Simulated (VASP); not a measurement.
Wanted: the native input for a VASP 6.6.1 run.

| Item | Value |
| --- | --- |
| Task | single point |
| Functional | PBE |
| Potentials or basis | VASP PAW PBE potentials, release 64 (Cs_sv) |
| Cutoff | 520 eV |
| k mesh | 8 × 8 × 6 |
| Occupations | gaussian, width 0.1 eV |
| Spin | no spin polarisation |
| Dipole correction | no |
| Further INCAR settings | ALGO = Normal; EDIFF = 1e-07; NBANDS = 16 |

The structure of Cs lies in POSCAR:

```
Cs
1.0
    5.5192519631      0.0000000000      0.0000000000
    0.0000000000      5.3839761797      0.0000000000
    0.0000000000      0.0000000000      7.9396040952
Cs
2
Direct
    0.0000000000      0.0000000000      0.0000000000
    0.5000000000      0.5000000000      0.5000000000
```

This cell differs from its parent crystal: uniaxial strain along a: +2.0 %.

The input as run:

INCAR

```
ALGO = Normal ; EDIFF = 1E-7
ENCUT = 520 ; GGA = PE
ISIF = 2 ; ISMEAR = 0
LASPH = True ; LCHARG = False
LREAL = False ; LWAVE = False
NBANDS = 16 ; NELM = 100
PREC = Accurate ; SIGMA = 0.1
```

KPOINTS

```
k-points
0
Gamma
  8 8 6
```

Potentials or basis: VASP PAW PBE potentials, release 64 (Cs_sv).

The run is started by

```sh
$ cat potpaw_PBE.64/Cs_sv/POTCAR > POTCAR
$ mpirun -np 1 vasp_std > vasp.out
```

Results of the run:

* Pressure: 0.0 GPa
* Band gap on the k mesh: zero (band 9 reaches 1.14 eV, above the bottom of band 10 at -0.50 eV)

Caveat: the cell differs from its parent crystal (uniaxial strain along a: +2.0 %); spin-orbit coupling is left out, which moves the levels of the heavy elements.

It took 2.3 min on 1 thread of Intel(R) Xeon(R) 6975P-C (Granite Rapids), on a shared host, peak memory 0.49 GiB.
